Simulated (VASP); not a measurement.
A run of VASP 6.6.1:

INCAR

```
ALGO = Normal
EDIFF = 1E-6
ENCUT = 520
GGA = PE
ISIF = 2
ISMEAR = -1
LASPH = T
LCHARG = F
LREAL = F
LWAVE = F
NBANDS = 17
NELM = 60
PREC = Accurate
SIGMA = 0.05
```

Contents of KPOINTS:

```
k-points
0
Gamma
  16 16 16
```

Contents of POSCAR:

```
Pd
1.0
   -2.1708082487      2.1708082487      1.1656364151
    2.1708082487     -2.1708082487      1.1656364151
    2.1708082487      2.1708082487     -1.1656364151
Pd
2
Direct
   -0.3750000000     -0.1250000000     -0.2500000000
    0.3750000000      0.1250000000      0.2500000000
```

Potentials or basis: VASP PAW PBE potentials, release 64 (Pd).

Launch:

```bash
$ cat potpaw_PBE.64/Pd/POTCAR > POTCAR
$ mpirun -np 1 vasp_std > vasp.out
```

Hardware: 1 thread of AMD EPYC 7R43 64-Core Processor (Zen 3) (shared host).

Problem. Estimate the wall time of this run.

Solution. It took 86 s on 1 thread of AMD EPYC 7R43 64-Core Processor (Zen 3), with other jobs on the host, peak memory 0.19 GiB. Counts: scf iterations 11, k points 349.
